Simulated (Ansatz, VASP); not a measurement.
## Two plane-wave programs on Na

Contents of INCAR:

```
PREC = Accurate
ENCUT = 500
EDIFF = 1E-6
ISMEAR = 0
SIGMA = 0.1
LREAL = False
LASPH = True
NELM = 120
ALGO = Normal
ISIF = 2
LWAVE = False
LCHARG = False
NBANDS = 10
GGA_COMPAT = False
```

File KPOINTS:

```
Automatic mesh
0
Gamma
  14 14 14
```

POSCAR

```
Na
1.0
   -2.0064208805      2.0064208805      2.0064208805
    2.0064208805     -2.0064208805      2.0064208805
    2.0064208805      2.0064208805     -2.0064208805
Na
1
Direct
    0.0000000000      0.0000000000      0.0000000000
```

Input for Ansatz:

```yaml
crystal:
  lattice:
    - [-2.0064208805, 2.0064208805, 2.0064208805]
    - [2.0064208805, -2.0064208805, 2.0064208805]
    - [2.0064208805, 2.0064208805, -2.0064208805]
  atoms:
    - { symbol: Na, position: [0.0, 0.0, 0.0] }
basis:
  ecutwfc: 420
kpoints:
  mp_grid: { grid: [14, 14, 14] }
hamiltonian:
  xc: lda
  pseudopotentials: { kind: paw, azcp: { folder: soft_1 } }
scf:
  occupations: { method: gaussian, width: 0.1 }
output:
  forces: true
  stress: true
  eigenvalues: true
  write_density: true
  write_potential: true
  elf: true
  volumetric_format: npy
```

Alike in both runs: task single point; functional LDA; k mesh 14 × 14 × 14; occupations gaussian, width 0.1 eV; no spin polarisation.

|  | VASP | Ansatz |
| --- | --- | --- |
| version | VASP 6.6.1 | Ansatz 0.2.0 |
| potentials or method | VASP PAW LDA potentials, release 64 (Na_pv), cutoff 500 eV | scalar-relativistic, plane waves, PAW |
| valence electrons in the cell | 7 | 9 |

```tsv
	VASP	Ansatz	Ansatz less VASP
gap on the k mesh at the Fermi level (eV)	none	none	-
pressure (GPa)	0.2	0.3	+0.05
```

Ansatz warns that its potentials were made for another functional, while VASP's fit it. LDA's correlation is that of Perdew and Zunger in VASP and of Perdew and Wang (1992) in Ansatz. A gap of «none» marks a metal or a gap that the smearing closes. VASP's potentials hold 7 valence electrons a cell and Ansatz's 9, so a difference there can come from the potentials and not from the codes.
